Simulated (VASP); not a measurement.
A run of VASP 6.6.1 is set up as follows.

The input INCAR:

```
SYSTEM = KCl
ALGO = Normal ; EDIFF = 1E-6
EDIFFG = -0.02 ; ENCUT = 600
GGA = PS ; IBRION = 2
ISIF = 3 ; ISMEAR = -1
LASPH = .TRUE. ; LCHARG = .FALSE.
LREAL = .FALSE. ; LWAVE = .FALSE.
NELM = 100 ; NSW = 80
PREC = Accurate ; PSTRESS = 50.0
SIGMA = 0.05
```

KPOINTS

```
k-points
0
G
  7 7 7
  0 0 0
```

The input POSCAR:

```
KCl
1.0
    0.0000000000      3.1464700000      3.1464700000
    3.1464700000      0.0000000000      3.1464700000
    3.1464700000      3.1464700000      0.0000000000
K Cl
1 1
Direct
    0.0000000000      0.0000000000      0.0000000000
    0.5000000000      0.5000000000      0.5000000000
```

Potentials or basis: VASP PAW PBE potentials, release 64 (K_sv, Cl).

Run with:

```bash
$ cat potpaw_PBE.64/K_sv/POTCAR potpaw_PBE.64/Cl/POTCAR > POTCAR
$ mpirun -np 1 vasp_std > vasp.out
```

Question: Predict the band gap on the k mesh.

Answer: 5.72 eV, direct.

Question: Estimate the relaxed volume.

Answer: 25.63 Å³/atom.

Question: What does it give for the space group after relaxing (to 0.05 Å)?

Answer: Fm-3m (No. 225).

Question: What does it give for the relaxed cell?

Answer: a = 4.170 Å, b = 4.170 Å, c = 4.170 Å, α = 60.00°, β = 60.00°, γ = 60.00°.

Final structure:
```yaml
crystal:
  lattice:
    - [0.00000, 2.94840, 2.94840]
    - [2.94840, 0.00000, 2.94840]
    - [2.94840, 2.94840, 0.00000]
  atoms:
    - { symbol: K, position: [0.00000, 0.00000, 0.00000] }
    - { symbol: Cl, position: [0.50000, 0.50000, 0.50000] }
```

Caveat: the cell is relaxed towards a set pressure, so the enthalpy falls and the energy may rise; the volume moved by over 15 % at a fixed basis, so the end points are rough; the PAW data sets were made with another functional, which shifts forces and pressure a little. A k mesh can miss the band edges.
